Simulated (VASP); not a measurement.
MgCdSe2:

```
Mg Cd Se
1.0
     1.94344    1.12205    6.52746
    -1.94344    1.12205    6.52746
     0.00000   -2.24410    6.52746
Mg Cd Se
1 1 2
Direct
  0.00000 0.00000 0.00000
  0.50000 0.50000 0.50000
  0.25348 0.25348 0.25348
  0.74652 0.74652 0.74652
```

This cell differs from its parent crystal: epitaxial xy strain -1.6%.

Base run:

- Program: VASP 6.6.1
- Functional: r2SCAN
- Potentials or basis: VASP PAW PBE potentials, release 64 (Mg, Cd, Se)
- Cutoff: 520 eV
- k mesh: 8 × 8 × 8
- Occupations: gaussian, width 0.01 eV
- Spin: no spin polarisation

Its results: band gap on the k mesh 1.05 eV, indirect (least direct gap 1.40 eV); pressure 1.6 GPa; largest force 0.057 eV/Å.

Question: The run is repeated on the same cell with these changes: functional from r2SCAN to PBE; occupations from gaussian, width 0.01 eV to fermi-dirac, width 0.02 eV. What comes out?

Answer: Band gap on the k mesh 0.52 eV, indirect (least direct gap 0.85 eV); pressure 3.1 GPa; largest force 0.086 eV/Å.

Caveats: the PAW data sets were made with another functional, which shifts forces and pressure a little (some runs).

A k mesh can miss the band edges.
